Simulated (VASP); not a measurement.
# GaSb (I-4m2) in VASP: a series of runs, part 2 of 2

VASP 6.6.1.

### 5 Relaxation of cell and atoms, PBEsol

This run uses another cell than the first one, of 24.12 Å³/atom.

Input file INCAR:

```
ALGO = Normal
EDIFF = 1E-7
EDIFFG = -0.01
ENCUT = 600
GGA = PS
IBRION = 2
ISIF = 3
ISMEAR = -1
LASPH = T
LCHARG = F
LREAL = F
LWAVE = F
NELM = 80
NSW = 80
PREC = Accurate
SIGMA = 0.05
```

Input file KPOINTS:

```
k-points
0
Gamma
  10 10 10
```

Input file POSCAR:

```
GaSb
1.0
   -2.7534340000      2.7534340000      1.5907070000
    2.7534340000     -2.7534340000      1.5907070000
    2.7534340000      2.7534340000     -1.5907070000
Sb Ga
1 1
Direct
    0.0000000000      0.0000000000      0.0000000000
    0.7500000000      0.2500000000      0.5000000000
```

Potentials or basis: VASP PAW PBE potentials, release 64 (Sb, Ga_d).

The run is started by

```sh
$ cat potpaw_PBE.64/Sb/POTCAR potpaw_PBE.64/Ga_d/POTCAR > POTCAR
$ mpirun -np 1 vasp_std > vasp.out
```

OUTCAR:

```text
EDIFF = 1E-7
   EDIFFG = -0.01
   ENCUT = 600
   GGA = PS
   IBRION = 2
   ISIF = 3
   ISMEAR = -1
   LASPH = T
   LREAL = F
   NELM = 80
   NSW = 80
   PREC = Accurate

 ion  position               nearest neighbor table
   1  0.000  0.000  0.000-   2 2.87   2 2.87   2 2.87   2 2.87
   2  0.750  0.250  0.500-   1 2.87   1 2.87   1 2.87   1 2.87

  LATTYP: Found a body centered tetragonal cell.
 ALAT       =     5.5068680000
 C/A-ratio  =     0.5777174975

  Lattice vectors:

 A1 = (  -2.7534340000,   2.7534340000,   1.5907070000)
 A2 = (   2.7534340000,  -2.7534340000,   1.5907070000)
 A3 = (   2.7534340000,   2.7534340000,  -1.5907070000)

Analysis of symmetry for initial positions (statically):
=====================================================================
 Subroutine PRICEL returns:
 Original cell was already a primitive cell.

 Routine SETGRP: Setting up the symmetry group for a
 body centered tetragonal supercell.

 Subroutine GETGRP returns: Found  8 space group operations
 (whereof  8 operations were pure point group operations)
 out of a pool of 16 trial point group operations.

The static configuration has the point symmetry D_2d.

[... 170 lines left out ...]
  in kB      -25.9016483    -25.9016483    -33.2823925      0.0000000     -0.0000000      0.0000000
  external PRESSURE =     -28.3618964 kB  Pullay stress =       0.0000000 kB
[... 131 lines left out ...]
--------------------------------------- Ionic step        5  -------------------------------------------

 number of electron      18.0000004 magnetization

 Free energy of the ion-electron system (eV)
  ---------------------------------------------------
  ext. energy  EPLUGINS =         0.00000000
  ---------------------------------------------------
  free energy    TOTEN  =        -7.89579027 eV

  energy without entropy =       -7.89195074  energy(sigma->0) =       -7.89387050

 E-fermi :   7.0203     XC(G=0): -10.6068

 val. band max:        7.0042714151   @ k =   0.4000   0.4000   0.0000
 cond. band min:       7.0310467391   @ k =   0.4000   0.4000   0.1000
 fundamental gap:      0.0267753239
 Fermi energy:         7.0202874810

 k-point     1 :       0.0000    0.0000    0.0000
  band No.  band energies     occupation
      1      -7.9107      2.00000
      2      -7.8208      2.00000
      3      -7.8143      2.00000
      4      -7.7733      2.00000
      5      -7.7733      2.00000
      6      -5.3445      2.00000
      7       4.0984      2.00000
      8       4.9687      2.00000
      9       4.9687      2.00000
     10      10.2681      0.00000
     11      12.5557      0.00000
     12      14.3396      0.00000
     13      14.3396      0.00000
[... 354 lines left out ...]
  band No.  band energies     occupation
      1      -7.8484      2.00000
      2      -7.8257      2.00000
      3      -7.8171      2.00000
      4      -7.7940      2.00000
      5      -7.7868      2.00000
      6      -2.3338      2.00000
      7       0.3450      2.00000
      8       4.3542      2.00000
      9       6.1750      2.00000
     10       7.8421      0.00000
     11       8.6901      0.00000
     12      12.5930      0.00000
     13      13.2158      0.00000

 [... further k-points ...]
[... 5 lines left out ...]
  --------------------------------------------------------------------------------------
  -------------------------------------------------------------------------------------
  Total        0.0097943      0.0097943     -0.0000021      0.0000000      0.0000000      0.0000000
  in kB        0.3431332      0.3431332     -0.0000726      0.0000000      0.0000000      0.0000000
  external PRESSURE =       0.2287313 kB  Pullay stress =       0.0000000 kB
[... 17 lines left out ...]
  FREE ENERGIE OF THE ION-ELECTRON SYSTEM (eV)
  ---------------------------------------------------
  free  energy   TOTEN  =        -7.8957902679 eV

  energy  without entropy=       -7.8919507397  energy(sigma->0) =       -7.89387050

 reached required accuracy - stopping structural energy minimisation
```

OSZICAR:

```text
N       E                     dE             d eps       ncg     rms          rms(c)
DAV:   1     0.829973336686E+02    0.82997E+02   -0.92824E+03  2657   0.199E+03
DAV:   2    -0.199444985708E+01   -0.84992E+02   -0.82927E+02  2937   0.359E+02
[... 40 lines left out ...]
DAV:   1    -0.789727120251E+01   -0.16612E-02   -0.29605E-02  2960   0.162E+00    0.218E-01
DAV:   2    -0.789629746451E+01    0.97374E-03   -0.11301E-03  2997   0.457E-01    0.131E-01
DAV:   3    -0.789578484011E+01    0.51262E-03   -0.80807E-04  2973   0.377E-01    0.104E-02
DAV:   4    -0.789579036505E+01   -0.55249E-05   -0.83604E-05  2752   0.969E-02    0.646E-03
DAV:   5    -0.789579026871E+01    0.96344E-07   -0.18559E-06  3850   0.214E-02    0.106E-03
DAV:   6    -0.789579026791E+01    0.80036E-09   -0.73792E-08  1735   0.326E-03
   5 F= -.78957903E+01 E0= -.78938705E+01  d E =-.890507E-03
```

It took 5.1 min on 1 thread of AMD EPYC 9R14 (Zen 4), shared host; peak memory 0.24 GiB.

What came out:

```yaml
Free_energy: -7.8958 eV
Relaxed_volume: 22.87 Å³/atom
Relaxed_cell: a = 4.144 Å, b = 4.144 Å, c = 4.144 Å, α = 98.02°, β = 98.02°, γ = 136.14°
Space_group_after_relaxing_to_0.1_Å: I-4m2 (No. 119)
Energy_gained_by_relaxing: 12.2 meV/atom
Ionic_steps: 5
Pressure_after_relaxing: 0.0 GPa
Band_gap_on_the_k_mesh: zero (bands 9 and 10 overlap by 4.63 eV)
```

Step by step:
| step | energy change (eV) | largest force (eV/Å) | pressure (GPa) | volume (Å³) |
| --- | --- | --- | --- | --- |
| 1 | 0.0000 | 0.0000 | -2.84 | 48.24 |
| 2 | -0.0228 | 0.0000 | 0.64 | 45.32 |
| 3 | -0.0236 | 0.0000 | 0.06 | 45.74 |
| 4 | -0.0243 | 0.0000 | 0.04 | 45.74 |
| 5 | -0.0245 | 0.0000 | 0.02 | 45.73 |

Final structure:
```cif
data_structure
_symmetry_space_group_name_H-M 'P 1'
_symmetry_Int_Tables_number 1
_cell_length_a 4.1437
_cell_length_b 4.1437
_cell_length_c 4.1437
_cell_angle_alpha 98.018
_cell_angle_beta 98.018
_cell_angle_gamma 136.140
_cell_volume 45.73
loop_
_atom_site_label
_atom_site_type_symbol
_atom_site_fract_x
_atom_site_fract_y
_atom_site_fract_z
_atom_site_occupancy
Sb1 Sb 0.00000 0.00000 0.00000 1
Ga1 Ga 0.75000 0.25000 0.50000 1
```

Levels at points of the mesh, in eV from the Fermi level:
```
           k point  band 6  band 7  band 8  band 9  band 10  band 11  band 12  band 13
(0.00, 0.00, 0.00)  -12.36   -2.92   -2.05   -2.05     3.25     5.54     7.32     7.32
(0.50, 0.00, 0.00)   -8.33   -5.84   -2.50   -1.54    -1.25     2.32     3.38     5.30
(0.50, 0.50, 0.00)  -10.81   -8.37   -0.06    1.75     2.17     2.31     4.94     6.90
(0.50, 0.50, 0.50)   -9.54   -6.12   -5.31   -5.31     3.83     5.29    10.79    10.79
```

Caveat: the PAW data sets were made with another functional, which shifts forces and pressure a little; spin-orbit coupling is left out, which moves the levels of the heavy elements.

### 6 Relaxation of cell and atoms, PBEsol, target pressure 2 GPa, at which the enthalpy is minimised

This run uses another cell than the first one, of 24.12 Å³/atom.

Input file INCAR:

```
PREC = Accurate
ENCUT = 600
EDIFF = 1E-7
ISMEAR = -1
SIGMA = 0.05
LREAL = False
LASPH = True
NELM = 80
ALGO = Normal
ISIF = 3
LWAVE = False
LCHARG = False
GGA = PS
IBRION = 2
NSW = 80
EDIFFG = -0.01
PSTRESS = 20.0
```

Input file KPOINTS:

```
Automatic mesh
0
Gamma
  10 10 10
```

POSCAR is that of step 5.

Potentials or basis: VASP PAW PBE potentials, release 64 (Sb, Ga_d).

The run is started by

```sh
$ cat potpaw_PBE.64/Sb/POTCAR potpaw_PBE.64/Ga_d/POTCAR > POTCAR
$ mpirun -np 1 vasp_std > vasp.out
```

It took 5.8 min on 1 thread of AMD EPYC 9R14 (Zen 4), shared host; peak memory 0.24 GiB.

Results (log left out):

```yaml
Free_energy: -7.8874 eV
Relaxed_volume: 22.19 Å³/atom
Relaxed_cell: a = 4.104 Å, b = 4.104 Å, c = 4.104 Å, α = 97.99°, β = 97.99°, γ = 136.21°
Space_group_after_relaxing_to_0.1_Å: I-4m2 (No. 119)
Energy_change_on_relaxing_the_run_minimises_the_enthalpy: -8.0 meV/atom
Ionic_steps: 5
Pressure_after_relaxing: 2.0 GPa
Band_gap_on_the_k_mesh: zero (bands 9 and 10 overlap by 4.73 eV)
```

The path:
```csv
step,energy change (eV),largest force (eV/Å),pressure (GPa),volume (Å³)
1,0.0000,0.0000,-2.84,48.24
2,0.0044,0.0000,3.87,43.33
3,-0.0150,0.0000,2.04,44.40
4,-0.0158,0.0000,2.04,44.39
5,-0.0161,0.0000,2.03,44.38
```

Final structure:
```
Sb Ga
1.0
    -2.69248    2.69248    1.53045
     2.69248   -2.69248    1.53045
     2.69248    2.69248   -1.53045
Sb Ga
1 1
Direct
  0.00000 0.00000 0.00000
  0.75000 0.25000 0.50000
```

Levels at points of the mesh, in eV from the Fermi level:
| k point | band 7 | band 8 | band 9 | band 10 | band 11 | band 12 |
| --- | --- | --- | --- | --- | --- | --- |
| (0.00, 0.00, 0.00) | -2.86 | -2.15 | -2.15 | 3.17 | 5.76 | 7.47 |
| (0.50, 0.00, 0.00) | -6.01 | -2.52 | -1.61 | -1.31 | 2.26 | 3.45 |
| (0.50, 0.50, 0.00) | -8.58 | -0.08 | 1.73 | 2.23 | 2.33 | 5.09 |
| (0.50, 0.50, 0.50) | -6.23 | -5.51 | -5.51 | 3.94 | 5.37 | 11.10 |

Caveat: the cell is relaxed towards a set pressure, so the run minimises the enthalpy, not the energy; the PAW data sets were made with another functional, which shifts forces and pressure a little; spin-orbit coupling is left out, which moves the levels of the heavy elements.

### 7 The runs side by side

| task | cell | cutoff (eV) | gap on the mesh (eV) | pressure (GPa) |
| --- | --- | --- | --- | --- |
| single point | a = 4.053 Å, angles 98.0, 98.0, 136.3°, 2 atoms | 520 | none | 5.1 |
| single point | a = 4.103 Å, angles 98.0, 98.0, 136.2°, 2 atoms | 520 | none | 2.0 |
| single point | a = 4.143 Å, angles 98.0, 98.0, 136.1°, 2 atoms | 520 | none | 0.1 |
| relaxation of cell and atoms | relaxed from a = 4.206 Å, angles 98.2, 98.2, 135.6°, 2 atoms | 600 | none | 0.0 |
| relaxation of cell and atoms | relaxed to 2 GPa from a = 4.206 Å, angles 98.2, 98.2, 135.6°, 2 atoms | 600 | none | 2.0 |

Alike in all rows: level PBEsol; potentials or basis VASP PAW PBE potentials, release 64 (Sb, Ga_d); no spin polarisation; k mesh 10 × 10 × 10; smearing fermi-dirac 0.05 eV.

Caveats: the PAW data sets were made with another functional, which shifts forces and pressure a little; spin-orbit coupling is left out, which moves the levels of the heavy elements; the cell stands under pressure (at least some runs); the cell is relaxed towards a set pressure, so the run minimises the enthalpy, not the energy (at least some runs).

Total energies depend on the potentials used, so only differences within one code and one set of settings carry meaning.

The gap in the log of VASP goes by the Fermi energy; the results here count the filled bands.